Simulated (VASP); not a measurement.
# ZrSi2 (Cmcm) in VASP: single point with r2SCAN

Aim: the single point of ZrSi2 with r2SCAN.

All numbers are computed with VASP 6.6.1; they aren't measurements. Logs are shortened: lines on timing, memory, paths and dates and some standing lists are left out, and cuts for length are marked.

## (1) The cell of the first run

The structure is orthorhombic, space group Cmcm (No. 63). Conventional cell: a = 3.716 Å, b = 14.593 Å, c = 3.666 Å, α = 90.00°, β = 90.00°, γ = 90.00°. Within 3.8 Å of Zr (site symmetry m2m) lie 9 Si at 2.67 to 3.63 Å and 6 Zr at 3.60 to 3.72 Å. Within 3.2 Å of Si (site symmetry m2m) lie 8 Si at 2.39 to 2.61 Å and 4 Zr at 2.79 to 2.80 Å. Within 3.2 Å of Si (site symmetry m2m) lie 4 Si at 2.39 to 2.41 Å and 4 Zr at 2.67 Å.

## (2) Single point, r2SCAN

The input, POSCAR:

```
ZrSi2
1.0
    1.8578163700      7.2964239600      0.0000000000
    1.8578163700     -7.2964239600      0.0000000000
    0.0000000000      0.0000000000     -3.6656914300
Zr Si
2 4
Direct
    0.1060000000      0.8940000000      0.7500000000
    0.8940000000      0.1060000000      0.2500000000
    0.7500000000      0.2500000000      0.7500000000
    0.2500000000      0.7500000000      0.2500000000
    0.3550000000      0.6450000000      0.7500000000
    0.6450000000      0.3550000000      0.2500000000
```

The input, INCAR.step1:

```
SYSTEM = ZrSi2
PREC     = Accurate       ! precision mode
ENCUT    = 520            ! plane-wave cutoff, eV
ISMEAR   = -1             ! smearing method
SIGMA    = 0.1            ! smearing width, eV
LREAL    = .FALSE.        ! projectors in reciprocal space
LASPH    = .TRUE.         ! aspherical terms in the spheres
NELM     = 100            ! most SCF steps
NBANDS   = 29             ! bands
GGA      = PE             ! functional
ALGO     = Normal         ! electronic algorithm
EDIFF    = 1E-4           ! SCF threshold, eV
LWAVE    = .TRUE.         ! write WAVECAR
LCHARG   = .FALSE.        ! write CHGCAR
```

The input, INCAR.step2:

```
SYSTEM = ZrSi2
PREC     = Accurate       ! precision mode
ENCUT    = 520            ! plane-wave cutoff, eV
EDIFF    = 1E-6           ! SCF threshold, eV
ISMEAR   = -1             ! smearing method
SIGMA    = 0.1            ! smearing width, eV
LREAL    = .FALSE.        ! projectors in reciprocal space
LASPH    = .TRUE.         ! aspherical terms in the spheres
NELM     = 100            ! most SCF steps
ALGO     = Normal         ! electronic algorithm
ISIF     = 2              ! what is computed and relaxed
LWAVE    = .FALSE.        ! write WAVECAR
LCHARG   = .TRUE.         ! write CHGCAR
METAGGA  = R2SCAN         ! meta-GGA
LMIXTAU  = .TRUE.       
LELF     = .TRUE.         ! ELF
LVHAR    = .TRUE.       
NBANDS   = 29             ! bands
ISTART   = 1
```

The input, KPOINTS:

```
Automatic mesh
0
G
  8 8 8
  0 0 0
```

Potentials or basis: VASP PAW PBE potentials, release 64 (Zr_sv, Si).

Command:

```sh
$ cat potpaw_PBE.64/Zr_sv/POTCAR potpaw_PBE.64/Si/POTCAR > POTCAR
$ cp INCAR.step1 INCAR
$ mpirun -np 1 vasp_std > vasp.out
$ cp INCAR.step2 INCAR
$ mpirun -np 1 vasp_std > vasp.out
```

OUTCAR:

```text
SYSTEM = ZrSi2
   PREC = Accurate
   ENCUT = 520
   EDIFF = 1E-6
   ISMEAR = -1
   LREAL = .FALSE.
   LASPH = .TRUE.
   NELM = 100
   ISIF = 2
   METAGGA = R2SCAN
   ISTART = 1

 ion  position               nearest neighbor table
   1  0.106  0.894  0.750-   6 2.67   6 2.67   6 2.67   6 2.67   4 2.79   4 2.79   3 2.80   3 2.80
                             2 3.60   2 3.60
   2  0.894  0.106  0.250-   5 2.67   5 2.67   5 2.67   5 2.67   3 2.79   3 2.79   4 2.80   4 2.80
                             1 3.60   1 3.60
   3  0.750  0.250  0.750-   6 2.39   6 2.39   5 2.41   5 2.41   4 2.61   4 2.61   4 2.61   4 2.61
                             2 2.79   2 2.79   1 2.80   1 2.80
   4  0.250  0.750  0.250-   5 2.39   5 2.39   6 2.41   6 2.41   3 2.61   3 2.61   3 2.61   3 2.61
                             1 2.79   1 2.79   2 2.80   2 2.80
   5  0.355  0.645  0.750-   4 2.39   4 2.39   3 2.41   3 2.41   2 2.67   2 2.67   2 2.67   2 2.67

   6  0.645  0.355  0.250-   3 2.39   3 2.39   4 2.41   4 2.41   1 2.67   1 2.67   1 2.67   1 2.67

  LATTYP: Found a base centered orthorhombic cell.
 ALAT       =     3.7156327400
 B/A-ratio  =     3.9274193498
 C/A-ratio  =     0.9865591372

  Lattice vectors:

 A1 = (   1.8578163700,   7.2964239600,   0.0000000000)
 A2 = (   1.8578163700,  -7.2964239600,   0.0000000000)
 A3 = (   0.0000000000,   0.0000000000,  -3.6656914300)

Analysis of symmetry for initial positions (statically):
=====================================================================
 Subroutine PRICEL returns:
 Original cell was already a primitive cell.

 Routine SETGRP: Setting up the symmetry group for a
 base centered orthorhombic supercell.

 Subroutine GETGRP returns: Found  8 space group operations
 (whereof  4 operations were pure point group operations)
 out of a pool of  8 trial point group operations.

The static configuration has the point symmetry C_2h.
 The point group associated with its full space group is D_2h.

Analysis of symmetry for dynamics (positions and initial velocities):
=====================================================================
 Subroutine PRICEL returns:
 Original cell was already a primitive cell.

 Routine SETGRP: Setting up the symmetry group for a
 base centered orthorhombic supercell.

 Subroutine GETGRP returns: Found  8 space group operations
 (whereof  4 operations were pure point group operations)
 out of a pool of  8 trial point group operations.

The dynamic configuration has the point symmetry C_2h.
 The point group associated with its full space group is D_2h.

 Subroutine INISYM returns: Found  8 space group operations
 (whereof  4 operations are pure point group operations),
 and found     1 'primitive' translations

----------------------------------------------------------------------------------------

                                     Primitive cell

  volume of cell :      99.3799

  direct lattice vectors                    reciprocal lattice vectors
     1.857816370  7.296423960  0.000000000     0.269133165  0.068526720  0.000000000
     1.857816370 -7.296423960  0.000000000     0.269133165 -0.068526720  0.000000000
     0.000000000  0.000000000 -3.665691430     0.000000000  0.000000000 -0.272799830

  length of vectors
     7.529228664  7.529228664  3.665691430     0.277720312  0.277720312  0.272799830

  position of ions in fractional coordinates (direct lattice)
     0.106000000  0.894000000  0.750000000
     0.894000000  0.106000000  0.250000000
     0.750000000  0.250000000  0.750000000
     0.250000000  0.750000000  0.250000000
     0.355000000  0.645000000  0.750000000
     0.645000000  0.355000000  0.250000000

  ion indices of the primitive-cell ions
   primitive index   ion index
                 1           1
                 2           2
                 3           3
                 4           4
                 5           5
                 6           6

----------------------------------------------------------------------------------------

 KPOINTS: Automatic mesh

Automatic generation of k-mesh.
 Grid dimensions read from file:
 generate k-points for:    8    8    8

 Generating k-lattice:

  Cartesian coordinates                     Fractional coordinates (reciprocal lattice)
     0.033641646  0.008565840  0.000000000     0.125000000  0.000000000  0.000000000
     0.033641646 -0.008565840  0.000000000     0.000000000  0.125000000  0.000000000
     0.000000000  0.000000000 -0.034099979     0.000000000  0.000000000  0.125000000

  Length of vectors
     0.034715039  0.034715039  0.034099979

  Shift w.r.t. Gamma in fractional coordinates (k-lattice)
     0.000000000  0.000000000  0.000000000

 Subroutine IBZKPT returns following result:
 ===========================================

 Found    105 irreducible k-points:

 Following reciprocal coordinates:
            Coordinates               Weight
  0.000000  0.000000  0.000000      1.000000
  0.125000  0.000000  0.000000      4.000000
  0.250000  0.000000  0.000000      4.000000
  0.375000  0.000000  0.000000      4.000000
  0.500000  0.000000  0.000000      2.000000
  0.125000  0.125000  0.000000      2.000000
[... 16 lines left out ...]
  0.125000  0.000000  0.125000      8.000000
  0.250000  0.000000  0.125000      8.000000
 [... further k-points ...]
   k-points           NKPTS =    105   k-points in BZ     NKDIM =    105   number of bands    NBANDS=     29
   number of dos      NEDOS =    301   number of ions     NIONS =      6
   total plane-waves  NPLWV =  87808
   dimension x,y,z NGX =    56 NGY =   56 NGZ =   28
   dimension x,y,z NGXF=   112 NGYF=  112 NGZF=   56
   ions per type =               2   4
   NGX,Y,Z   is equivalent  to a cutoff of  12.36, 12.36, 12.70 a.u.
   NGXF,Y,Z  is equivalent  to a cutoff of  24.73, 24.73, 25.40 a.u.
 SYSTEM =  ZrSi2
   PREC   = accura    normal or accurate (medium, high low for compatibility)
   ISTART =      1    job   : 0-new  1-cont  2-samecut
   ICHARG =      0    charge: 1-file 2-atom 10-const
   ISPIN  =      1    spin polarized calculation?
   LNONCOLLINEAR =      F non collinear calculations
   LSORBIT =      F    spin-orbit coupling
   LASPH  =      T    aspherical Exc in radial PAW
   ENCUT  =  520.0 eV  38.22 Ry    6.18 a.u.  14.00 14.00  6.82*2*pi/ulx,y,z
   NELM   =    100;   NELMIN=  2; NELMDL=  0     # of ELM steps
   EDIFF  = 0.1E-05   stopping-criterion for ELM
   LREAL  =      F    real-space projection
[... 7 lines left out ...]
   TEBEG  =    0.0;   TEEND  =   0.0 temperature during run
   PSTRESS=    0.0 pullay stress
   NELECT =      40.0000    total number of electrons
   NUPDOWN=      -1.0000    fix difference up-down
   EMIN   =  10.00;   EMAX   =-10.00  energy-range for DOS
   EFERMI =   0.00;   METHOD = LEGACY
   ISMEAR =    -1;   SIGMA  =   0.10  broadening in eV -4-tet -1-fermi 0-gaus
   EFERMI_NEDOS =   21; number of points for ismear=-14 and -15
   IALGO  =     38    algorithm
   IMIX   =      4    mixing-type and parameters
     AMIX     =   0.40;   BMIX     =  1.00
     AMIX_MAG =   1.60;   BMIX_MAG =  1.00
  volume/ion in A,a.u.               =      16.56       111.77
  Fermi-wavevector in a.u.,A,eV,Ry     =   1.208728  2.284165 19.878430  1.461023
  Thomas-Fermi vector in A             =   2.344327
   LORBIT       =      0    0 simple, 1 ext, 2 COOP (PROOUT), +10 PAW based schemes
   METAGGA = R2SCAN    functional components
   LHFCALC =     F    Hartree Fock is set to
   AEXX    =    0.0000 exact exchange contribution
   IVDW    =     0    specifies the selected vdW correction
   LEPSILON=     F    determine dielectric tensor
   LRPA    =     F    only Hartree local field effects (RPA)
 non-spin polarized calculation
  energy-cutoff  :      520.00
  volume of cell :       99.38
 maximum number of plane-waves:      2704
   NGX = 27   NGY = 27   NGZ = 13

 number of electron      40.0000000 magnetization

 Free energy of the ion-electron system (eV)
  ---------------------------------------------------
  ext. energy  EPLUGINS =         0.00000000
  ---------------------------------------------------
  free energy    TOTEN  =       -79.58358938 eV

  energy without entropy =      -79.46819766  energy(sigma->0) =      -79.52589352

 E-fermi :  10.2002     XC(G=0): -11.8857

 val. band max:       10.1998894529   @ k =  -0.3750   0.1250   0.2500
 cond. band min:      10.2062910038   @ k =  -0.3750   0.3750   0.2500
 fundamental gap:      0.0064015510
 Fermi energy:        10.2002201676

 k-point     1 :       0.0000    0.0000    0.0000
  band No.  band energies     occupation
      1     -40.2477      2.00000
      2     -40.2355      2.00000
      3     -17.8193      2.00000
      4     -17.6649      2.00000
      5     -17.6477      2.00000
      6     -17.6358      2.00000
[... 21 lines left out ...]
     28      14.3404      0.00000
     29      14.3821      0.00000

 k-point     2 :       0.1250    0.0000    0.0000
  band No.  band energies     occupation
      1     -40.2462      2.00000
      2     -40.2341      2.00000
      3     -17.8140      2.00000
      4     -17.6765      2.00000
      5     -17.6705      2.00000
      6     -17.6571      2.00000
[... 21 lines left out ...]
     28      14.2027      0.00000
     29      14.8818      0.00000

 k-point     3 :       0.2500    0.0000    0.0000
  band No.  band energies     occupation
      1     -40.2426      2.00000
      2     -40.2307      2.00000
      3     -17.8027      2.00000
      4     -17.7437      2.00000
      5     -17.7326      2.00000
      6     -17.6592      2.00000
[... 21 lines left out ...]
     28      13.8624      0.00000
     29      14.4649      0.00000

 k-point     4 :       0.3750    0.0000    0.0000
  band No.  band energies     occupation
      1     -40.2389      2.00000
      2     -40.2273      2.00000
      3     -17.8213      2.00000
      4     -17.8012      2.00000
      5     -17.7762      2.00000
      6     -17.6573      2.00000
[... 21 lines left out ...]
     28      13.4708      0.00000
     29      14.4436      0.00000

 k-point     5 :       0.5000    0.0000    0.0000
  band No.  band energies     occupation
      1     -40.2374      2.00000
      2     -40.2259      2.00000
      3     -17.8463      2.00000
      4     -17.8276      2.00000
      5     -17.7736      2.00000
      6     -17.6566      2.00000
[... 21 lines left out ...]
     28      13.1965      0.00000
     29      14.0288      0.00000
[... 510 lines left out ...]
     28      14.3480      0.00000
     29      14.4728      0.00000

 k-point    22 :       0.0000    0.0000    0.1250
  band No.  band energies     occupation
      1     -40.2455      2.00000
      2     -40.2343      2.00000
      3     -17.8092      2.00000
      4     -17.6860      2.00000
      5     -17.6439      2.00000
      6     -17.6418      2.00000
[... 21 lines left out ...]
     28      13.9565      0.00000
     29      14.6820      0.00000

 k-point    23 :       0.1250    0.0000    0.1250
  band No.  band energies     occupation
      1     -40.2440      2.00000
      2     -40.2329      2.00000
      3     -17.8042      2.00000
      4     -17.6853      2.00000
      5     -17.6726      2.00000
      6     -17.6598      2.00000
[... 21 lines left out ...]
     28      14.2063      0.00000
     29      14.2795      0.00000

 k-point    24 :       0.2500    0.0000    0.1250
  band No.  band energies     occupation
      1     -40.2404      2.00000
      2     -40.2295      2.00000
      3     -17.7935      2.00000
      4     -17.7388      2.00000
      5     -17.7291      2.00000
      6     -17.6770      2.00000
[... 21 lines left out ...]
     28      14.5771      0.00000
     29      14.8394      0.00000

 [... further k-points ...]

------------------------ aborting loop because EDIFF is reached ----------------------------------------

  FORCE on cell =-STRESS in cart. coord.  units (eV):
  Direction    XX          YY          ZZ          XY          YZ          ZX
  --------------------------------------------------------------------------------------
  -------------------------------------------------------------------------------------
  Total        8.1239473      3.2720180      8.8203142      0.0000000      0.0000000      0.0000000
  in kB      130.9721429     52.7506148    142.1987869      0.0000000      0.0000000      0.0000000
  external PRESSURE =     108.6405149 kB  Pullay stress =       0.0000000 kB

 VOLUME and BASIS-vectors are now :
 -----------------------------------------------------------------------------
  energy-cutoff  :      520.00
  volume of cell :       99.38
      direct lattice vectors                 reciprocal lattice vectors
     1.857816370  7.296423960  0.000000000     0.269133165  0.068526720  0.000000000
     1.857816370 -7.296423960  0.000000000     0.269133165 -0.068526720  0.000000000
     0.000000000  0.000000000 -3.665691430     0.000000000  0.000000000 -0.272799830

 POSITION                                       TOTAL-FORCE (eV/Angst)
 -----------------------------------------------------------------------------------
      1.85782     -5.74958     -2.74927         0.000000     -0.333739     -0.000000
      1.85782      5.74958     -0.91642         0.000000      0.333739      0.000000
      1.85782      3.64821     -2.74927         0.000000      0.040478      0.000000
      1.85782     -3.64821     -0.91642         0.000000     -0.040478      0.000000
      1.85782     -2.11596     -2.74927         0.000000      2.632292      0.000000
      1.85782      2.11596     -0.91642         0.000000     -2.632292      0.000000
 -----------------------------------------------------------------------------------
    total drift:                                0.000000     -0.000000      0.000000

  FREE ENERGIE OF THE ION-ELECTRON SYSTEM (eV)
  ---------------------------------------------------
  free  energy   TOTEN  =       -79.5835893768 eV

  energy  without entropy=      -79.4681976639  energy(sigma->0) =      -79.52589352
```

It took 40 min on 1 thread of Oxide Virtual Turin-like, shared host; peak memory 0.44 GiB.

What came out:

```yaml
Free_energy: -79.5836 eV
Pressure: 10.9 GPa
Largest_force: 2.632 eV/Å
Band_gap_on_the_k_mesh: zero (bands 20 and 21 overlap by 1.35 eV)
```

Forces in eV/Å, atoms in the order of the input:
```
Zr   0.000 -0.334  0.000
Zr   0.000  0.334  0.000
Si   0.000  0.040  0.000
Si   0.000 -0.040  0.000
Si   0.000  2.632  0.000
Si   0.000 -2.632  0.000
```

Caveat: the stress differs along the axes, from 5 to 14 GPa; the PAW data sets were made with another functional, which shifts forces and pressure a little.
